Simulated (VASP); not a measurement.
Wanted: the native input for a VASP 6.6.1 run.

- Task: single point
- Functional: PBEsol
- Potentials or basis: VASP PAW PBE potentials, release 64 (Au)
- Cutoff: 520 eV
- k mesh: 24 × 24 × 12
- Occupations: gaussian, width 0.15 eV
- Spin: no spin polarisation
- Dipole correction: no
- Further INCAR settings: ALGO = Fast; EDIFF = 1e-06; NBANDS = 18

The structure of Au lies in POSCAR:

```
Au
1.0
    2.8999984104      0.0000000000      0.0000000000
   -1.4499992052      2.5114722944      0.0000000000
    0.0000000000      0.0000000000      4.8800000000
Au
2
Direct
    0.3333333333      0.6666666667      0.7500000000
    0.6666666667      0.3333333333      0.2500000000
```

This isn't the form of Au at room conditions, which is fcc.

One way to write it, as run:

INCAR

```
SYSTEM = Au
ALGO     = Fast           ! electronic algorithm
EDIFF    = 1E-6           ! SCF threshold, eV
ENCUT    = 520            ! plane-wave cutoff, eV
GGA      = PS             ! functional
ISIF     = 2              ! what is computed and relaxed
ISMEAR   = 0              ! smearing method
LASPH    = .TRUE.         ! aspherical terms in the spheres
LCHARG   = .FALSE.        ! write CHGCAR
LREAL    = .FALSE.        ! projectors in reciprocal space
LWAVE    = .FALSE.        ! write WAVECAR
NBANDS   = 18             ! bands
NELM     = 80             ! most SCF steps
PREC     = Accurate       ! precision mode
SIGMA    = 0.15           ! smearing width, eV
```

KPOINTS

```
k-points
0
G
  24 24 12
  0 0 0
```

Potentials or basis: VASP PAW PBE potentials, release 64 (Au).

The run is started by

```console
$ cat potpaw_PBE.64/Au/POTCAR > POTCAR
$ mpirun -np 1 vasp_std > vasp.out
```

Results of the run:

```
Pressure               : -6.6 GPa
Band gap on the k mesh : zero (bands 11 and 12 overlap by 6.62 eV)
```

Caveat: the cell stands under tension; the PAW data sets were made with another functional, which shifts forces and pressure a little; spin-orbit coupling is left out, which moves the levels of the heavy elements.

Wall time 3.5 min on 1 thread of AMD EPYC 7R43 64-Core Processor (Zen 3), with other jobs on the host, peak memory 0.3 GiB.
